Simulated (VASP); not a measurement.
Here is a VASP 6.6.1 calculation.

File INCAR:

```
PREC = Accurate
ENCUT = 520
EDIFF = 1E-6
ISMEAR = 0
SIGMA = 0.05
LREAL = False
LASPH = True
NELM = 150
ALGO = Normal
ISIF = 2
LWAVE = False
LCHARG = False
ISPIN = 2
MAGMOM = 3.5 3.5 0 0 0 0 0 0 0 0
LORBIT = 11
LMAXMIX = 4
GGA = PE
NBANDS = 88
KPAR = 4
```

KPOINTS

```
regular mesh
0
Gamma
  4 4 6
```

Contents of POSCAR:

```
MnBi3Rh
1.0
    4.5840439745     -6.8302794323      0.0000000000
    4.5840439745      6.8302794323      0.0000000000
    0.0000000000      0.0000000000      4.0723068920
Mn Rh Bi
2 2 6
Direct
    0.5000000000      0.5000000000      0.5000000000
    0.0000000000      0.0000000000      0.0000000000
    0.2919934198      0.2919934198      0.0000000000
    0.7080065802      0.7080065802      0.0000000000
    0.6526058861      0.3473941139      0.0000000000
    0.3473941139      0.6526058861      0.0000000000
    0.0605215350      0.3091573186      0.5000000000
    0.9394784650      0.6908426814      0.5000000000
    0.3091573186      0.0605215350      0.5000000000
    0.6908426814      0.9394784650      0.5000000000
```

Potentials or basis: VASP PAW PBE potentials, release 64 (Mn_pv, Rh_pv, Bi_d).

Command:

```bash
$ cat potpaw_PBE.64/Mn_pv/POTCAR potpaw_PBE.64/Rh_pv/POTCAR potpaw_PBE.64/Bi_d/POTCAR > POTCAR
$ mpirun -np 4 vasp_std > vasp.out
```

Q: What does it give for the net moment?

A: 7.52 μB per cell.

Q: Predict the pressure.

A: 0.0 GPa.

Q: Estimate the site moments.

A: Mn +3.46, +3.95; Rh +0.12; Bi -0.10, -0.04 (each value once) μB.

Q: What does it give for the largest force?

A: 0.026 eV/Å.

Forces on the atoms (eV/Å):
```
Mn   0.000  0.000  0.000
Mn   0.000  0.000  0.000
Rh   0.012  0.000  0.000
Rh  -0.012  0.000  0.000
Bi   0.000 -0.026  0.000
Bi   0.000  0.026  0.000
Bi  -0.011  0.006  0.000
Bi   0.011 -0.006  0.000
Bi  -0.011 -0.006  0.000
Bi   0.011  0.006  0.000
```
